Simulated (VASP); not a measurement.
Input of a VASP 6.6.1 run:

POSCAR

```
SnPbO2
1.0
    3.9451383701      0.0000000000      0.0000000000
    0.0000000000      3.9451383701      0.0000000000
    0.0000000000      0.0000000000      5.2330235299
Sn Pb O
1 1 2
Direct
    0.5000000000      0.5000000000      0.2142270213
    0.0000000000      0.0000000000      0.7625587887
    0.5000000000      0.0000000000      0.0116070950
    0.0000000000      0.5000000000      0.0116070950
```

File INCAR.step1:

```
ALGO = Normal
EDIFF = 1E-4
ENCUT = 520
GGA = PE
ISMEAR = 0
LASPH = True
LCHARG = False
LREAL = False
LWAVE = True
NBANDS = 28
NELM = 80
PREC = Accurate
SIGMA = 0.02
```

INCAR.step2

```
ALGO = Normal
EDIFF = 1E-6
ENCUT = 520
ISIF = 2
ISMEAR = 0
ISTART = 1
LASPH = True
LCHARG = True
LELF = True
LMIXTAU = True
LREAL = False
LVHAR = True
LWAVE = False
METAGGA = R2SCAN
NBANDS = 28
NELM = 80
PREC = Accurate
SIGMA = 0.02
```

The input KPOINTS:

```
k-points
0
Gamma
  8 8 6
```

Potentials or basis: VASP PAW PBE potentials, release 64 (Sn_d, Pb_d, O).

Launch:

```console
$ cat potpaw_PBE.64/Sn_d/POTCAR potpaw_PBE.64/Pb_d/POTCAR potpaw_PBE.64/O/POTCAR > POTCAR
$ cp INCAR.step1 INCAR
$ mpirun -np 1 vasp_std > vasp.out
$ cp INCAR.step2 INCAR
$ mpirun -np 1 vasp_std > vasp.out
```

(1) Predict the pressure.

(2) Estimate the largest force.

(3) Predict the band gap on the k mesh.

Answers

(1) -3.0 GPa.

(2) 0.363 eV/Å.

(3) 1.33 eV (least direct gap 2.42 eV).

Caveat: the PAW data sets were made with another functional, which shifts forces and pressure a little; spin-orbit coupling is left out, which moves the levels of the heavy elements.
